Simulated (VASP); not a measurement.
Runs of VASP 6.6.1 on CsPbCl3. The structure is that of space group P4/mmm (No. 123), or close to it. The cells are those of the table. 

```csv
cell,gap on the mesh (eV),pressure (GPa)
"a = 5.275, b = 5.275, c = 6.329 Å, 5 atoms",0.80,3.6
"a = 4.994, b = 4.994, c = 7.061 Å, 5 atoms",none,(a)
"a = 5.917, b = 5.917, c = 5.029 Å, 5 atoms",(b),3.5
"a = 6.292, b = 6.292, c = 4.448 Å, 5 atoms",none,9.0
```

Alike in all rows: task single point; level PBE; potentials or basis VASP PAW PBE potentials, release 64 (Cs_sv, Pb_d, Cl); no spin polarisation; k mesh 6 × 6 × 6; cutoff (eV) 520; smearing gaussian 0.05 eV.

Problem. Estimate the missing entries.

Solution. (a) 7.8; (b) 1.09.

Caveats: the cell stands under pressure; spin-orbit coupling is left out, which moves the levels of the heavy elements.

A k mesh can miss the band edges, and the runs leave out spin-orbit coupling on Cs, Pb.

A gap of «none» marks levels without a gap at the run's occupations.
